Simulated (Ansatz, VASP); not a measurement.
## One calculation of ZrSnO4, two programs

```
Sn O Zr
1.0
     4.81330    0.00000    0.00000
     0.00000    4.81330    0.00000
     0.00000    0.00000    6.47781
Sn O Zr
2 8 2
Direct
  0.00000 0.50000 0.12198
  0.50000 0.00000 0.87802
  0.69713 0.80287 0.12307
  0.30287 0.19713 0.12307
  0.80287 0.30287 0.87693
  0.19713 0.69713 0.87693
  0.69269 0.80731 0.62961
  0.30731 0.19269 0.62961
  0.80731 0.30731 0.37039
  0.19269 0.69269 0.37039
  0.00000 0.50000 0.62513
  0.50000 0.00000 0.37487
```

Alike in both runs: task single point; functional PBE; k mesh 6 × 6 × 4; occupations fermi-dirac, width 0.02 eV; no spin polarisation.

```csv
,VASP,Ansatz
version,VASP 6.6.1,Ansatz 0.2.0
potentials or method,"VASP PAW PBE potentials, release 64 (Sn_d, O, Zr_sv)","plane waves, PAW"
plane-wave cutoff (eV),520,420
valence electrons in the cell,100,100
```

|  | VASP | Ansatz | Ansatz less VASP |
| --- | --- | --- | --- |
| gap on the k mesh at the Fermi level (eV) | 2.78 | 2.79 | +0.009 |
| pressure (GPa) | 5.9 | 5.4 | -0.48 |
| rms of the force components (eV/Å) | 0.106 | 0.097 | -0.0088 |
